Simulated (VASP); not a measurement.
Set up this calculation in VASP 6.6.1, as the native input.

```
Task                   : single point
Functional             : LDA
Potentials or basis    : VASP PAW LDA potentials, release 64 (Mg_sv, O)
Cutoff                 : 750 eV
k mesh                 : 9 × 9 × 6
Occupations            : gaussian, width 0.05 eV
Spin                   : no spin polarisation
Dipole correction      : no
Mended                 : yes
Further INCAR settings : ALGO = Normal; EDIFF = 1e-06; NBANDS = 24
```

The structure of MgO lies in POSCAR:

```
MgO
1.0
    3.2043501923      0.0000000000      0.0000000000
   -1.6021750962      2.7750486692      0.0000000000
    0.0000000000      0.0000000000      5.3097698531
Mg O
2 2
Direct
    0.3333333333      0.6666666667      0.0021597400
    0.6666666667      0.3333333333      0.5021597400
    0.3333333333      0.6666666667      0.4024402600
    0.6666666667      0.3333333333      0.9024402600
```

This cell differs from its parent crystal: ratio of the length along z to the lengths across it x 1.1, volume and fractional coordinates fixed.

The input as run:

INCAR

```
SYSTEM = MgO
PREC = Accurate ; ENCUT = 750
EDIFF = 1E-6 ; ISMEAR = 0
SIGMA = 0.05 ; LREAL = .False.
LASPH = .True. ; NELM = 120
ALGO = Normal ; ISIF = 2
LWAVE = .False. ; LCHARG = .True.
LELF = .True. ; LVHAR = .True.
NBANDS = 24 ; GGA_COMPAT = .False.
```

KPOINTS

```
regular mesh
0
Gamma
  9 9 6
  0 0 0
```

Potentials or basis: VASP PAW LDA potentials, release 64 (Mg_sv, O).

Run with:

```sh
$ cat potpaw_LDA.64/Mg_sv/POTCAR potpaw_LDA.64/O/POTCAR > POTCAR
$ mpirun -np 1 vasp_std > vasp.out
```

Results of the run:

```json
{
 "Pressure": "-1.6 GPa",
 "Largest force": "0.711 eV/Å",
 "Band gap on the k mesh": "3.53 eV"
}
```

Caveat: an odd mesh through Γ misses points on the zone boundary, where band edges can lie.

Wall time 39 s on 1 thread of Intel(R) Xeon(R) 6975P-C (Granite Rapids), on a shared host, peak memory 0.2 GiB.
